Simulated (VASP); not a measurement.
# LiF (I4/mmm) in VASP: further runs

The runs below take LiF through single point, with PBE.

All numbers are computed with VASP 6.6.1; they aren't measurements. Logs are shortened: lines on timing, memory, paths and dates and some standing lists are left out, and cuts for length are marked.

## 1. The cell of the first run

Symmetry: I4/mmm, No. 139, tetragonal system. Conventional cell: a = 2.928 Å, b = 2.928 Å, c = 3.810 Å, α = 90.00°, β = 90.00°, γ = 90.00°. Within 2.5 Å of Li (site symmetry 4/mmm) lie 6 F at 1.91 to 2.07 Å. Within 2.5 Å of F (site symmetry 4/mmm) lie 6 Li at 1.91 to 2.07 Å.

## 2. Single point, PBE

Contents of INCAR:

```
PREC = Accurate
ENCUT = 520
EDIFF = 1E-6
ISMEAR = 0
SIGMA = 0.05
LREAL = F
LASPH = T
NELM = 60
ALGO = Normal
ISIF = 2
LWAVE = F
LCHARG = F
GGA = PE
NBANDS = 12
```

Contents of KPOINTS:

```
regular mesh
0
Gamma
  12 12 12
```

Contents of POSCAR:

```
LiF
1.0
    0.0000000000      2.0707620175      1.9051010561
    2.0707620175      0.0000000000      1.9051010561
    2.0707620175      2.0707620175      0.0000000000
Li F
1 1
Direct
    0.0000000000      0.0000000000      0.0000000000
    0.5000000000      0.5000000000      0.5000000000
```

Potentials or basis: VASP PAW PBE potentials, release 64 (Li_sv, F).

Run with:

```sh
$ cat potpaw_PBE.64/Li_sv/POTCAR potpaw_PBE.64/F/POTCAR > POTCAR
$ mpirun -np 1 vasp_std > vasp.out
```

OUTCAR:

```text
PREC = Accurate
   ENCUT = 520
   EDIFF = 1E-6
   ISMEAR = 0
   LREAL = F
   LASPH = T
   NELM = 60
   ISIF = 2
   GGA = PE

 ion  position               nearest neighbor table
   1  0.000  0.000  0.000-   2 1.91   2 1.91   2 2.07   2 2.07   2 2.07   2 2.07
   2  0.500  0.500  0.500-   1 1.91   1 1.91   1 2.07   1 2.07   1 2.07   1 2.07

  LATTYP: Found a body centered tetragonal cell.
 ALAT       =     2.9284997296
 C/A-ratio  =     1.3010764774

  Lattice vectors:

 A1 = (   0.0000000000,  -2.0707620175,  -1.9051010561)
 A2 = (   0.0000000000,   2.0707620175,  -1.9051010561)
 A3 = (   2.0707620175,   0.0000000000,   1.9051010561)

Analysis of symmetry for initial positions (statically):
=====================================================================
 Subroutine PRICEL returns:
 Original cell was already a primitive cell.

 Routine SETGRP: Setting up the symmetry group for a
 body centered tetragonal supercell.

 Subroutine GETGRP returns: Found 16 space group operations
 (whereof 16 operations were pure point group operations)
 out of a pool of 16 trial point group operations.

The static configuration has the point symmetry D_4h.

Analysis of symmetry for dynamics (positions and initial velocities):
=====================================================================
 Subroutine PRICEL returns:
 Original cell was already a primitive cell.

 Routine SETGRP: Setting up the symmetry group for a
 body centered tetragonal supercell.

 Subroutine GETGRP returns: Found 16 space group operations
 (whereof 16 operations were pure point group operations)
 out of a pool of 16 trial point group operations.

The dynamic configuration has the point symmetry D_4h.

 Subroutine INISYM returns: Found 16 space group operations
 (whereof 16 operations are pure point group operations),
 and found     1 'primitive' translations

----------------------------------------------------------------------------------------

                                     Primitive cell

  volume of cell :      16.3384

  direct lattice vectors                    reciprocal lattice vectors
     0.000000000  2.070762017  1.905101056    -0.241457008  0.241457008  0.262453269
     2.070762017  0.000000000  1.905101056     0.241457008 -0.241457008  0.262453269
     2.070762017  2.070762017  0.000000000     0.241457008  0.241457008 -0.262453269

  length of vectors
     2.813799099  2.813799099  2.928499730     0.430679337  0.430679337  0.430679337

  position of ions in fractional coordinates (direct lattice)
     0.000000000  0.000000000  0.000000000
     0.500000000  0.500000000  0.500000000

  ion indices of the primitive-cell ions
   primitive index   ion index
                 1           1
                 2           2

----------------------------------------------------------------------------------------

 KPOINTS: regular mesh

Automatic generation of k-mesh.
 Grid dimensions read from file:
 generate k-points for:   12   12   12

 Generating k-lattice:

  Cartesian coordinates                     Fractional coordinates (reciprocal lattice)
    -0.020121417  0.020121417  0.021871106     0.083333333  0.000000000  0.000000000
     0.020121417 -0.020121417  0.021871106     0.000000000  0.083333333  0.000000000
     0.020121417  0.020121417 -0.021871106     0.000000000  0.000000000  0.083333333

  Length of vectors
     0.035889945  0.035889945  0.035889945

  Shift w.r.t. Gamma in fractional coordinates (k-lattice)
     0.000000000  0.000000000  0.000000000

 Subroutine IBZKPT returns following result:
 ===========================================

 Found    163 irreducible k-points:

 Following reciprocal coordinates:
            Coordinates               Weight
  0.000000  0.000000  0.000000      1.000000
  0.083333 -0.000000  0.000000      8.000000
  0.166667  0.000000  0.000000      8.000000
  0.250000  0.000000  0.000000      8.000000
  0.333333  0.000000  0.000000      8.000000
  0.416667  0.000000  0.000000      8.000000
[... 16 lines left out ...]
  0.500000  0.166667  0.000000      8.000000
 -0.416667  0.166667  0.000000      8.000000
 [... further k-points ...]
   k-points           NKPTS =    163   k-points in BZ     NKDIM =    163   number of bands    NBANDS=     12
   number of dos      NEDOS =    301   number of ions     NIONS =      2
   total plane-waves  NPLWV =  13824
   dimension x,y,z NGX =    24 NGY =   24 NGZ =   24
   dimension x,y,z NGXF=    48 NGYF=   48 NGZF=   48
   ions per type =               1   1
   NGX,Y,Z   is equivalent  to a cutoff of  14.18, 14.18, 13.62 a.u.
   NGXF,Y,Z  is equivalent  to a cutoff of  28.36, 28.36, 27.25 a.u.
 SYSTEM =  unknown system
   PREC   = accura    normal or accurate (medium, high low for compatibility)
   ISTART =      0    job   : 0-new  1-cont  2-samecut
   ICHARG =      2    charge: 1-file 2-atom 10-const
   ISPIN  =      1    spin polarized calculation?
   LNONCOLLINEAR =      F non collinear calculations
   LSORBIT =      F    spin-orbit coupling
   LASPH  =      T    aspherical Exc in radial PAW
   ENCUT  =  520.0 eV  38.22 Ry    6.18 a.u.   5.23  5.23  5.45*2*pi/ulx,y,z
   NELM   =     60;   NELMIN=  2; NELMDL= -5     # of ELM steps
   EDIFF  = 0.1E-05   stopping-criterion for ELM
   LREAL  =      F    real-space projection
   EDIFFG = 0.1E-04   stopping-criterion for IOM
   NSW    =      0    number of steps for IOM
   IBRION =     -1    ionic relax: 0-MD 1-quasi-New 2-CG
   NFREE  =      0    steps in history (QN), initial steepest desc. (CG)
   ISIF   =      2    stress and relaxation
   ISYM   =      2    0-nonsym 1-usesym 2-fastsym
   POTIM  = 0.5000    time-step for ionic-motion
   TEBEG  =    0.0;   TEEND  =   0.0 temperature during run
   PSTRESS=    0.0 pullay stress
   NELECT =      10.0000    total number of electrons
   NUPDOWN=      -1.0000    fix difference up-down
   EMIN   =  10.00;   EMAX   =-10.00  energy-range for DOS
   EFERMI =   0.00;   METHOD = LEGACY
   ISMEAR =     0;   SIGMA  =   0.05  broadening in eV -4-tet -1-fermi 0-gaus
   EFERMI_NEDOS =   21; number of points for ismear=-14 and -15
   IALGO  =     38    algorithm
   IMIX   =      4    mixing-type and parameters
     AMIX     =   0.40;   BMIX     =  1.00
     AMIX_MAG =   1.60;   BMIX_MAG =  1.00
  volume/ion in A,a.u.               =       8.17        55.13
  Fermi-wavevector in a.u.,A,eV,Ry     =   1.389970  2.626662 26.286674  1.932016
  Thomas-Fermi vector in A             =   2.513950
   LORBIT       =      0    0 simple, 1 ext, 2 COOP (PROOUT), +10 PAW based schemes
   GGA     = PE    functional components
   LHFCALC =     F    Hartree Fock is set to
   AEXX    =    0.0000 exact exchange contribution
   IVDW    =     0    specifies the selected vdW correction
   LEPSILON=     F    determine dielectric tensor
   LRPA    =     F    only Hartree local field effects (RPA)
 non-spin polarized calculation
 Gauss-broadening in eV      SIGMA  =   0.05
  energy-cutoff  :      520.00
  volume of cell :       16.34
 maximum number of plane-waves:       451
 NGX is ok and might be reduce to    24

 number of electron      10.0000000 magnetization

 number of electron       9.9999991 magnetization

 Free energy of the ion-electron system (eV)
  ---------------------------------------------------
  ext. energy  EPLUGINS =         0.00000000
  ---------------------------------------------------
  free energy    TOTEN  =        -9.61665661 eV

  energy without entropy =       -9.61665661  energy(sigma->0) =       -9.61665661

 E-fermi :  -0.5455     XC(G=0):  -9.9710

 val. band max:       -0.9617796387   @ k =   0.0000   0.0000   0.0000
 cond. band min:       8.0298401752   @ k =   0.0000   0.0000   0.0000
 fundamental gap:      8.9916198139
 Fermi energy:        -0.5455188938

 k-point     1 :       0.0000    0.0000    0.0000
  band No.  band energies     occupation
      1     -41.9205      2.00000
      2     -21.0018      2.00000
      3      -1.2026      2.00000
      4      -0.9618      2.00000
      5      -0.9618      2.00000
      6       8.0298      0.00000
      7      22.3545      0.00000
      8      22.3545      0.00000
      9      23.1630      0.00000
     10      23.1630      0.00000
     11      23.8573      0.00000
     12      24.3696      0.00000

 k-point     2 :       0.0833   -0.0000    0.0000
  band No.  band energies     occupation
      1     -41.9165      2.00000
      2     -20.9751      2.00000
      3      -1.3106      2.00000
      4      -1.0604      2.00000
      5      -0.9883      2.00000
      6       8.2404      0.00000
      7      20.6624      0.00000
      8      21.3387      0.00000
      9      22.6178      0.00000
     10      24.0069      0.00000
     11      24.1320      0.00000
     12      24.8912      0.00000

 k-point     3 :       0.1667    0.0000    0.0000
  band No.  band energies     occupation
      1     -41.9055      2.00000
      2     -20.9015      2.00000
      3      -1.7754      2.00000
      4      -1.1232      2.00000
      5      -1.0599      2.00000
      6       8.7529      0.00000
      7      18.4905      0.00000
      8      19.9943      0.00000
      9      21.5561      0.00000
     10      24.7738      0.00000
     11      25.1233      0.00000
     12      25.7711      0.00000
[... 286 lines left out ...]
 k-point    23 :       0.5000    0.1667    0.0000
  band No.  band energies     occupation
      1     -41.8543      2.00000
      2     -20.4974      2.00000
      3      -3.4168      2.00000
      4      -1.7837      2.00000
      5      -1.5667      2.00000
      6      10.9305      0.00000
      7      15.1918      0.00000
      8      17.5401      0.00000
      9      18.5660      0.00000
     10      24.6880      0.00000
     11      30.4759      0.00000
     12      31.1914      0.00000

 k-point    24 :      -0.4167    0.1667    0.0000
  band No.  band energies     occupation
      1     -41.8551      2.00000
      2     -20.4904      2.00000
      3      -3.4134      2.00000
      4      -1.9197      2.00000
      5      -1.4880      2.00000
      6      10.8012      0.00000
      7      15.4124      0.00000
      8      17.4831      0.00000
      9      18.5749      0.00000
     10      26.3349      0.00000
     11      29.5525      0.00000
     12      29.8234      0.00000

 [... further k-points ...]

------------------------ aborting loop because EDIFF is reached ----------------------------------------

  FORCE on cell =-STRESS in cart. coord.  units (eV):
  Direction    XX          YY          ZZ          XY          YZ          ZX
  --------------------------------------------------------------------------------------
  -------------------------------------------------------------------------------------
  Total        0.0093558      0.0093558      0.8056252      0.0000000      0.0000000     -0.0000000
  in kB        0.9174512      0.9174512     79.0014838      0.0000000      0.0000000     -0.0000000
  external PRESSURE =      26.9454621 kB  Pullay stress =       0.0000000 kB

 VOLUME and BASIS-vectors are now :
 -----------------------------------------------------------------------------
  energy-cutoff  :      520.00
  volume of cell :       16.34
      direct lattice vectors                 reciprocal lattice vectors
     0.000000000  2.070762017  1.905101056    -0.241457008  0.241457008  0.262453269
     2.070762017  0.000000000  1.905101056     0.241457008 -0.241457008  0.262453269
     2.070762017  2.070762017  0.000000000     0.241457008  0.241457008 -0.262453269

 POSITION                                       TOTAL-FORCE (eV/Angst)
 -----------------------------------------------------------------------------------
      0.00000      0.00000      0.00000        -0.000000      0.000000      0.000000
      2.07076      2.07076      1.90510         0.000000     -0.000000     -0.000000
 -----------------------------------------------------------------------------------
    total drift:                               -0.000000     -0.000000      0.000000

  FREE ENERGIE OF THE ION-ELECTRON SYSTEM (eV)
  ---------------------------------------------------
  free  energy   TOTEN  =        -9.6166566118 eV

  energy  without entropy=       -9.6166566118  energy(sigma->0) =       -9.61665661
```

Run time: 78 s. Hardware: 1 thread of AMD EPYC 7R13, shared host; peak memory 0.12 GiB.

What came out:

- Free energy: -9.6167 eV
- Band gap on the k mesh: 8.99 eV, direct

Caveat: the cutoff is under 1.25 times the usual one of these potentials, so pressure, stress and relaxed cells hold a basis-set (Pulay) error. A k mesh can miss the band edges.

## 3. Single point, PBE

This run uses another cell than the first one, of the same volume but with other edges.

Contents of INCAR:

```
SYSTEM = LiF
  ALGO = Normal
  EDIFF = 1E-6
  ENCUT = 520
  GGA = PE
  ISIF = 2
  ISMEAR = 0
  LASPH = .True.
  LCHARG = .False.
  LREAL = .False.
  LWAVE = .False.
  NBANDS = 12
  NELM = 80
  PREC = Accurate
  SIGMA = 0.05
```

Contents of KPOINTS:

```
k-points
0
Gamma
  12 12 12
  0 0 0
```

Contents of POSCAR:

```
LiF
1.0
    0.0000000000      1.9510208226      2.1461229048
    1.9510208226      0.0000000000      2.1461229048
    1.9510208226      1.9510208226      0.0000000000
Li F
1 1
Direct
    0.0000000000      0.0000000000      0.0000000000
    0.5000000000      0.5000000000      0.5000000000
```

Potentials or basis: VASP PAW PBE potentials, release 64 (Li_sv, F).

Run with:

```sh
$ cat potpaw_PBE.64/Li_sv/POTCAR potpaw_PBE.64/F/POTCAR > POTCAR
$ mpirun -np 1 vasp_std > vasp.out
```

Run time: 76 s. Hardware: 1 thread of AMD EPYC 7R13, shared host; peak memory 0.12 GiB.

Results (log left out):

* Free energy: -9.6151 eV
* Band gap on the k mesh: 8.96 eV, direct

Levels at points of the mesh, in eV from the valence-band top:
| k point | band 1 | band 2 | band 3 | band 4 | band 5 | band 6 | band 7 | band 8 | band 9 | band 10 |
| --- | --- | --- | --- | --- | --- | --- | --- | --- | --- | --- |
| (0.00, 0.00, 0.00) | -40.97 | -20.06 | -0.16 | -0.16 | 0.00 | 8.96 | 22.56 | 23.80 | 24.64 | 24.64 |
| (0.50, 0.00, 0.00) | -40.91 | -19.64 | -2.59 | -0.42 | -0.21 | 10.69 | 16.62 | 18.11 | 19.72 | 29.55 |
| (0.50, 0.50, 0.00) | -40.91 | -19.45 | -3.14 | -0.90 | -0.90 | 13.67 | 17.29 | 17.38 | 21.15 | 21.15 |
| (0.50, 0.00, 0.50) | -40.89 | -19.32 | -3.08 | -1.49 | -0.89 | 15.35 | 16.07 | 17.46 | 19.12 | 20.52 |

Caveat: the cutoff is under 1.25 times the usual one of these potentials, so pressure, stress and relaxed cells hold a basis-set (Pulay) error. A k mesh can miss the band edges.

## 4. Single point, PBE

This run uses another cell than the first one, of the same volume but with other edges.

Contents of INCAR:

```
PREC = Accurate
ENCUT = 520
EDIFF = 1E-6
ISMEAR = 0
SIGMA = 0.05
LREAL = False
LASPH = True
NELM = 100
ALGO = Normal
ISIF = 2
LWAVE = False
LCHARG = False
GGA = PE
NBANDS = 12
```

Contents of KPOINTS:

```
regular mesh
0
Gamma
  12 12 12
```

Contents of POSCAR:

```
LiF
1.0
    0.0000000000      2.3249931660      1.5112455579
    2.3249931660      0.0000000000      1.5112455579
    2.3249931660      2.3249931660      0.0000000000
Li F
1 1
Direct
    0.0000000000      0.0000000000      0.0000000000
    0.5000000000      0.5000000000      0.5000000000
```

Run with:

```sh
$ cat potpaw_PBE.64/Li_sv/POTCAR potpaw_PBE.64/F/POTCAR > POTCAR
$ mpirun -np 1 vasp_std > vasp.out
```

Wall time 68 s (1 thread of AMD EPYC 7R13, shared host); peak memory 0.12 GiB.

Results (log left out):

* Free energy: -8.5223 eV
* Band gap on the k mesh: 8.26 eV, indirect (least direct gap 8.31 eV)

Levels at points of the mesh, in eV from the valence-band top:
| k point | band 3 | band 4 | band 5 | band 6 | band 7 | band 8 |
| --- | --- | --- | --- | --- | --- | --- |
| (0.00, 0.00, 0.00) | -1.53 | -0.04 | -0.04 | 8.26 | 22.45 | 22.45 |
| (0.50, 0.00, 0.00) | -2.16 | -0.77 | -0.06 | 10.96 | 16.12 | 16.27 |
| (0.50, 0.50, 0.00) | -2.88 | -2.06 | -2.06 | 13.31 | 17.72 | 17.72 |
| (0.50, 0.00, 0.50) | -3.40 | -2.11 | 0.00 | 13.06 | 16.62 | 20.97 |

Caveat: the cutoff is under 1.25 times the usual one of these potentials, so pressure, stress and relaxed cells hold a basis-set (Pulay) error. A k mesh can miss the band edges.

[end of part 1 of 2]
